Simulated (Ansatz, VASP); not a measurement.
Two plane-wave programs on Ir

```xyz
1
Lattice="0.0000 1.9361 1.9361 1.9361 0.0000 1.9361 1.9361 1.9361 0.0000" Properties=species:S:1:pos:R:3 pbc="T T T"
Ir    0.0000    0.0000    0.0000
```

Alike in both runs: task single point; functional PBE; k mesh 14 × 14 × 14; occupations methfessel-paxton of order 1, width 0.1 eV; no spin polarisation.

|  | VASP | Ansatz |
| --- | --- | --- |
| version | VASP 6.6.1 | Ansatz 0.2.0 |
| potentials or method | VASP PAW PBE potentials, release 64 (Ir), cutoff 520 eV | plane waves (420 eV) with PAW, scalar-relativistic |
| valence electrons in the cell | 9 | 17 |

|  | VASP | Ansatz | Ansatz less VASP |
| --- | --- | --- | --- |
| pressure (GPa) | 0.3 | -0.2 | -0.50 |

With one functional, cell and mesh, what is left measures potentials, basis and numerics. VASP's potentials hold 9 valence electrons a cell and Ansatz's 17, so a difference there can come from the potentials and not from the codes.

Neither program's run includes spin-orbit coupling.
